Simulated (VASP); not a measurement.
A run of VASP 6.6.1:

File INCAR:

```
SYSTEM = TePb
PREC = Accurate
ENCUT = 600
EDIFF = 1E-8
ISMEAR = 0
SIGMA = 0.01
LREAL = .FALSE.
LASPH = .TRUE.
NELM = 80
ALGO = Normal
ISIF = 3
LWAVE = .FALSE.
LCHARG = .FALSE.
NBANDS = 17
IBRION = 6
NFREE = 2
POTIM = 0.015
NSW = 1
```

File KPOINTS:

```
regular mesh
0
G
  6 6 6
  0 0 0
```

The input POSCAR:

```
TePb
1.0
    0.0000000000      3.1908987395      3.1908987395
    3.1908987395      0.0000000000      3.1908987395
    3.1908987395      3.1908987395      0.0000000000
Te Pb
1 1
Direct
    0.5000000000      0.5000000000      0.5000000000
    0.0000000000      0.0000000000      0.0000000000
```

Potentials or basis: VASP PAW LDA potentials, release 64 (Te, Pb_d).

Run with:

```sh
$ cat potpaw_LDA.64/Te/POTCAR potpaw_LDA.64/Pb_d/POTCAR > POTCAR
$ mpirun -np 1 vasp_std > vasp.out
```

Hardware: 1 thread of Intel(R) Xeon(R) 6975P-C (Granite Rapids), with other jobs on the host.

Q: How long does it take, and how much memory?

A: Run time: 4.9 min on 1 thread of Intel(R) Xeon(R) 6975P-C (Granite Rapids), on a shared host, peak memory 0.27 GiB. Counts: scf iterations 164, k points 16.
